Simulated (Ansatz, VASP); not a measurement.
## One calculation of Ni, two programs

```
Ni
1.0
    -1.75931    1.75931    0.00000
     0.00000    0.00000    3.51862
     1.75931    1.75931    0.00000
Ni
2
Cartesian
  0.0000 0.0000 0.0000
  0.0000 1.7593 1.7593
```

Alike in both runs: task single point; functional PBE; k mesh 15 × 10 × 15; occupations fermi-dirac, width 0.05 eV; collinear spin.

|  | VASP | Ansatz |
| --- | --- | --- |
| version | VASP 6.6.1 | Ansatz 0.2.0 |
| potentials or method | VASP PAW PBE potentials, release 64 (Ni), cutoff 520 eV | all-electron LAPW, scalar-relativistic |

|  | VASP | Ansatz | Ansatz less VASP |
| --- | --- | --- | --- |
| pressure (GPa) | 0.0 | 0.0 | +0.05 |
| traceless stress, the component that is largest in VASP (GPa) | -0.06 | -0.02 | +0.033 |
| net moment per atom (μB) | 0.64 | 0.65 | +0.008 |
| size of the moment on the site where the two differ most (μB) | 0.65 | 0.67 | +0.021 |

Site moments also hang on the region over which each program counts them. Ansatz ran all-electron here, and VASP with PAW potentials.
